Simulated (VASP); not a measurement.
A run of VASP 6.6.1 is set up as follows.

The input INCAR:

```
  ALGO = Normal
  EDIFF = 1E-7
  EDIFFG = -0.08
  ENCUT = 500
  GGA = PE
  GGA_COMPAT = False
  IBRION = 2
  ISIF = 3
  ISMEAR = 0
  LASPH = True
  LCHARG = False
  LMAXMIX = 6
  LREAL = False
  LWAVE = False
  NELM = 200
  NELMIN = 4
  NSW = 36
  PREC = Accurate
  SIGMA = 0.2
```

The input KPOINTS:

```
k-points
0
Gamma
  3 3 3
```

File POSCAR:

```
Ba4Er
1.0
    6.5722359400      0.0000000000      0.0000000000
   -3.2861179700      5.6917232800      0.0000000000
    0.0000000000      0.0000000000      5.2142281700
Ba Er
4 1
Direct
    0.4049650200      0.0000000000      0.5000000000
    0.0000000000      0.4049650200      0.5000000000
    0.5950349800      0.5950349800      0.5000000000
    0.0000000000      0.0000000000      0.0000000000
    0.0000000000      0.0000000000      0.5000000000
```

Potentials or basis: VASP PAW PBE potentials, release 64 (Ba_sv, Er_3), 4f in core.

Run with:

```bash
$ cat potpaw_PBE.64/Ba_sv/POTCAR potpaw_PBE.64/Er_3/POTCAR > POTCAR
$ mpirun -np 1 vasp_std > vasp.out
```

**Question.** Predict the relaxed cell.

**Answer.** a = 8.068 Å, b = 8.068 Å, c = 6.902 Å, α = 90.00°, β = 90.00°, γ = 120.00°.

**Question.** What does it give for the relaxed volume?

**Answer.** 77.81 Å³/atom.

**Question.** Predict the band gap on the k mesh.

**Answer.** Zero (an odd number of electrons rules out a gap without spin polarisation).

**Question.** What does it give for the space group after relaxing (to 0.1 Å)?

**Answer.** P-62m (No. 189).

Forces on the atoms (eV/Å):
```
Ba   0.020  0.000  0.000
Ba  -0.010  0.017  0.000
Ba  -0.010 -0.017  0.000
Ba   0.000  0.000  0.000
Er   0.000  0.000  0.000
```

Caveat: the k points lie up to 0.30 Å⁻¹ apart in the final cell, too coarse for converged energies and pressures of a metal; the volume moved by over 15 % at a fixed basis, so the end points are rough; spin-orbit coupling is left out, which moves the levels of the heavy elements; the 4f electrons are frozen in the core, so they carry no moment and show no levels. Spin polarisation is off, so any magnetic state and its effect on volume and gap are missing.
